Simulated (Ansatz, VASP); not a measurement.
This is a calculation of Ta for Ansatz 0.2.0.

File input.yaml:

```yaml
crystal:
  lattice:
    - [2.9385392399, 0.0, 0.0]
    - [-1.46926962, 2.5448496318, 0.0]
    - [0.0, 0.0, 5.2342590858]
  atoms:
    - { symbol: Ta, position: [0.3333333333, 0.6666666667, 0.25] }
    - { symbol: Ta, position: [0.6666666667, 0.3333333333, 0.75] }
hamiltonian:
  xc: r2scan
  pseudopotentials: { kind: paw }
kpoints:
  mp_grid: { grid: [11, 11, 5] }
scf:
  occupations: { method: fermi_dirac, width: 0.05 }
output:
  forces: true
  stress: true
  eigenvalues: true
```

Potentials or basis: Ansatz PAW.

Launch:

```console
$ ansatz run input.yaml --threads 2 --pin off --max-ram 5632MiB --backend cpu --events-out ev --progress --plain --runs-dir out
```

Q: Set up the same calculation for VASP 6.6.1. Potentials there: VASP PAW PBE potentials, release 64 (Ta_sv_GW).

A: As run (the cutoff follows the program's own potentials):

POSCAR

```
Ta
1.0
    2.9385392399      0.0000000000      0.0000000000
   -1.4692696200      2.5448496318      0.0000000000
    0.0000000000      0.0000000000      5.2342590858
Ta
2
Direct
    0.3333333333      0.6666666667      0.2500000000
    0.6666666667      0.3333333333      0.7500000000
```

Contents of INCAR.step1:

```
ALGO     = Normal         # electronic algorithm
EDIFF    = 1E-5           # SCF threshold, eV
ENCUT    = 550            # plane-wave cutoff, eV
GGA      = PE             # functional
GGA_COMPAT= F            
ISMEAR   = -1             # smearing method
LASPH    = T              # aspherical terms in the spheres
LCHARG   = F              # write CHGCAR
LREAL    = F              # projectors in reciprocal space
LWAVE    = T              # write WAVECAR
NBANDS   = 20             # bands
NELM     = 120            # most SCF steps
PREC     = Accurate       # precision mode
SIGMA    = 0.05           # smearing width, eV
```

Contents of INCAR.step2:

```
ALGO     = Normal         # electronic algorithm
EDIFF    = 1E-6           # SCF threshold, eV
ENCUT    = 550            # plane-wave cutoff, eV
GGA_COMPAT= F            
ISIF     = 2              # what is computed and relaxed
ISMEAR   = -1             # smearing method
ISTART   = 1            
LASPH    = T              # aspherical terms in the spheres
LCHARG   = T              # write CHGCAR
LELF     = T              # ELF
LMIXTAU  = T            
LREAL    = F              # projectors in reciprocal space
LVHAR    = T            
LWAVE    = F              # write WAVECAR
METAGGA  = R2SCAN         # meta-GGA
NBANDS   = 20             # bands
NELM     = 120            # most SCF steps
PREC     = Accurate       # precision mode
SIGMA    = 0.05           # smearing width, eV
```

Contents of KPOINTS:

```
k-points
0
Gamma
  11 11 5
```

Potentials or basis: VASP PAW PBE potentials, release 64 (Ta_sv_GW).

Launch:

```bash
$ cat potpaw_PBE.64/Ta_sv_GW/POTCAR > POTCAR
$ cp INCAR.step1 INCAR
$ mpirun -np 1 vasp_std > vasp.out
$ cp INCAR.step2 INCAR
$ mpirun -np 1 vasp_std > vasp.out
```

Both were run:

|  | VASP | Ansatz | Ansatz less VASP |
| --- | --- | --- | --- |
| gap on the k mesh at the Fermi level (eV) | none | none | - |
| pressure (GPa) | -11.2 | -10.3 | +0.84 |
| traceless stress, the component that is largest in VASP (GPa) | 1.01 | 0.99 | -0.020 |

VASP's potentials were made for PBE, not for r2SCAN. A gap of «none» marks a metal or a gap that the smearing closes. With one functional, cell and mesh, what is left measures potentials, basis and numerics.

Spin-orbit coupling is off throughout.
